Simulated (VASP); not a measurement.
Write the native input for VASP 6.6.1 that does the following.

```
Task                   : single point
Functional             : LDA
Potentials or basis    : VASP PAW LDA potentials, release 64 (Re)
Cutoff                 : 520 eV
k mesh                 : 18 × 18 × 10
Occupations            : gaussian, width 0.1 eV
Spin                   : no spin polarisation
Dipole correction      : no
Further INCAR settings : ALGO = Normal; EDIFF = 1e-07; NBANDS = 14
```

The structure of Re lies in POSCAR:

```
Re
1.0
    2.7374433080      0.0000000000      0.0000000000
   -1.3687216540      2.3706954461      0.0000000000
    0.0000000000      0.0000000000      4.4166764912
Re
2
Direct
    0.3333333333      0.6666666667      0.2500000000
    0.6666666667      0.3333333333      0.7500000000
```

The input as run:

INCAR

```
PREC = Accurate
ENCUT = 520
EDIFF = 1E-7
ISMEAR = 0
SIGMA = 0.1
LREAL = False
LASPH = True
NELM = 80
ALGO = Normal
ISIF = 2
LWAVE = False
LCHARG = False
NBANDS = 14
```

KPOINTS

```
Automatic mesh
0
Gamma
  18 18 10
```

Potentials or basis: VASP PAW LDA potentials, release 64 (Re).

Command:

```sh
$ cat potpaw_LDA.64/Re/POTCAR > POTCAR
$ mpirun -np 1 vasp_std > vasp.out
```

Results of the run:

| Quantity | Value |
| --- | --- |
| Pressure | 1.5 GPa |
| Band gap on the k mesh | zero (band 7 reaches 9.83 eV, above the bottom of band 8 at 6.37 eV) |

Caveat: spin-orbit coupling is left out, which moves the levels of the heavy elements.

Run time: 56 s on 1 thread of Intel(R) Xeon(R) Platinum 8488C (Sapphire Rapids), on a shared host, peak memory 0.19 GiB.
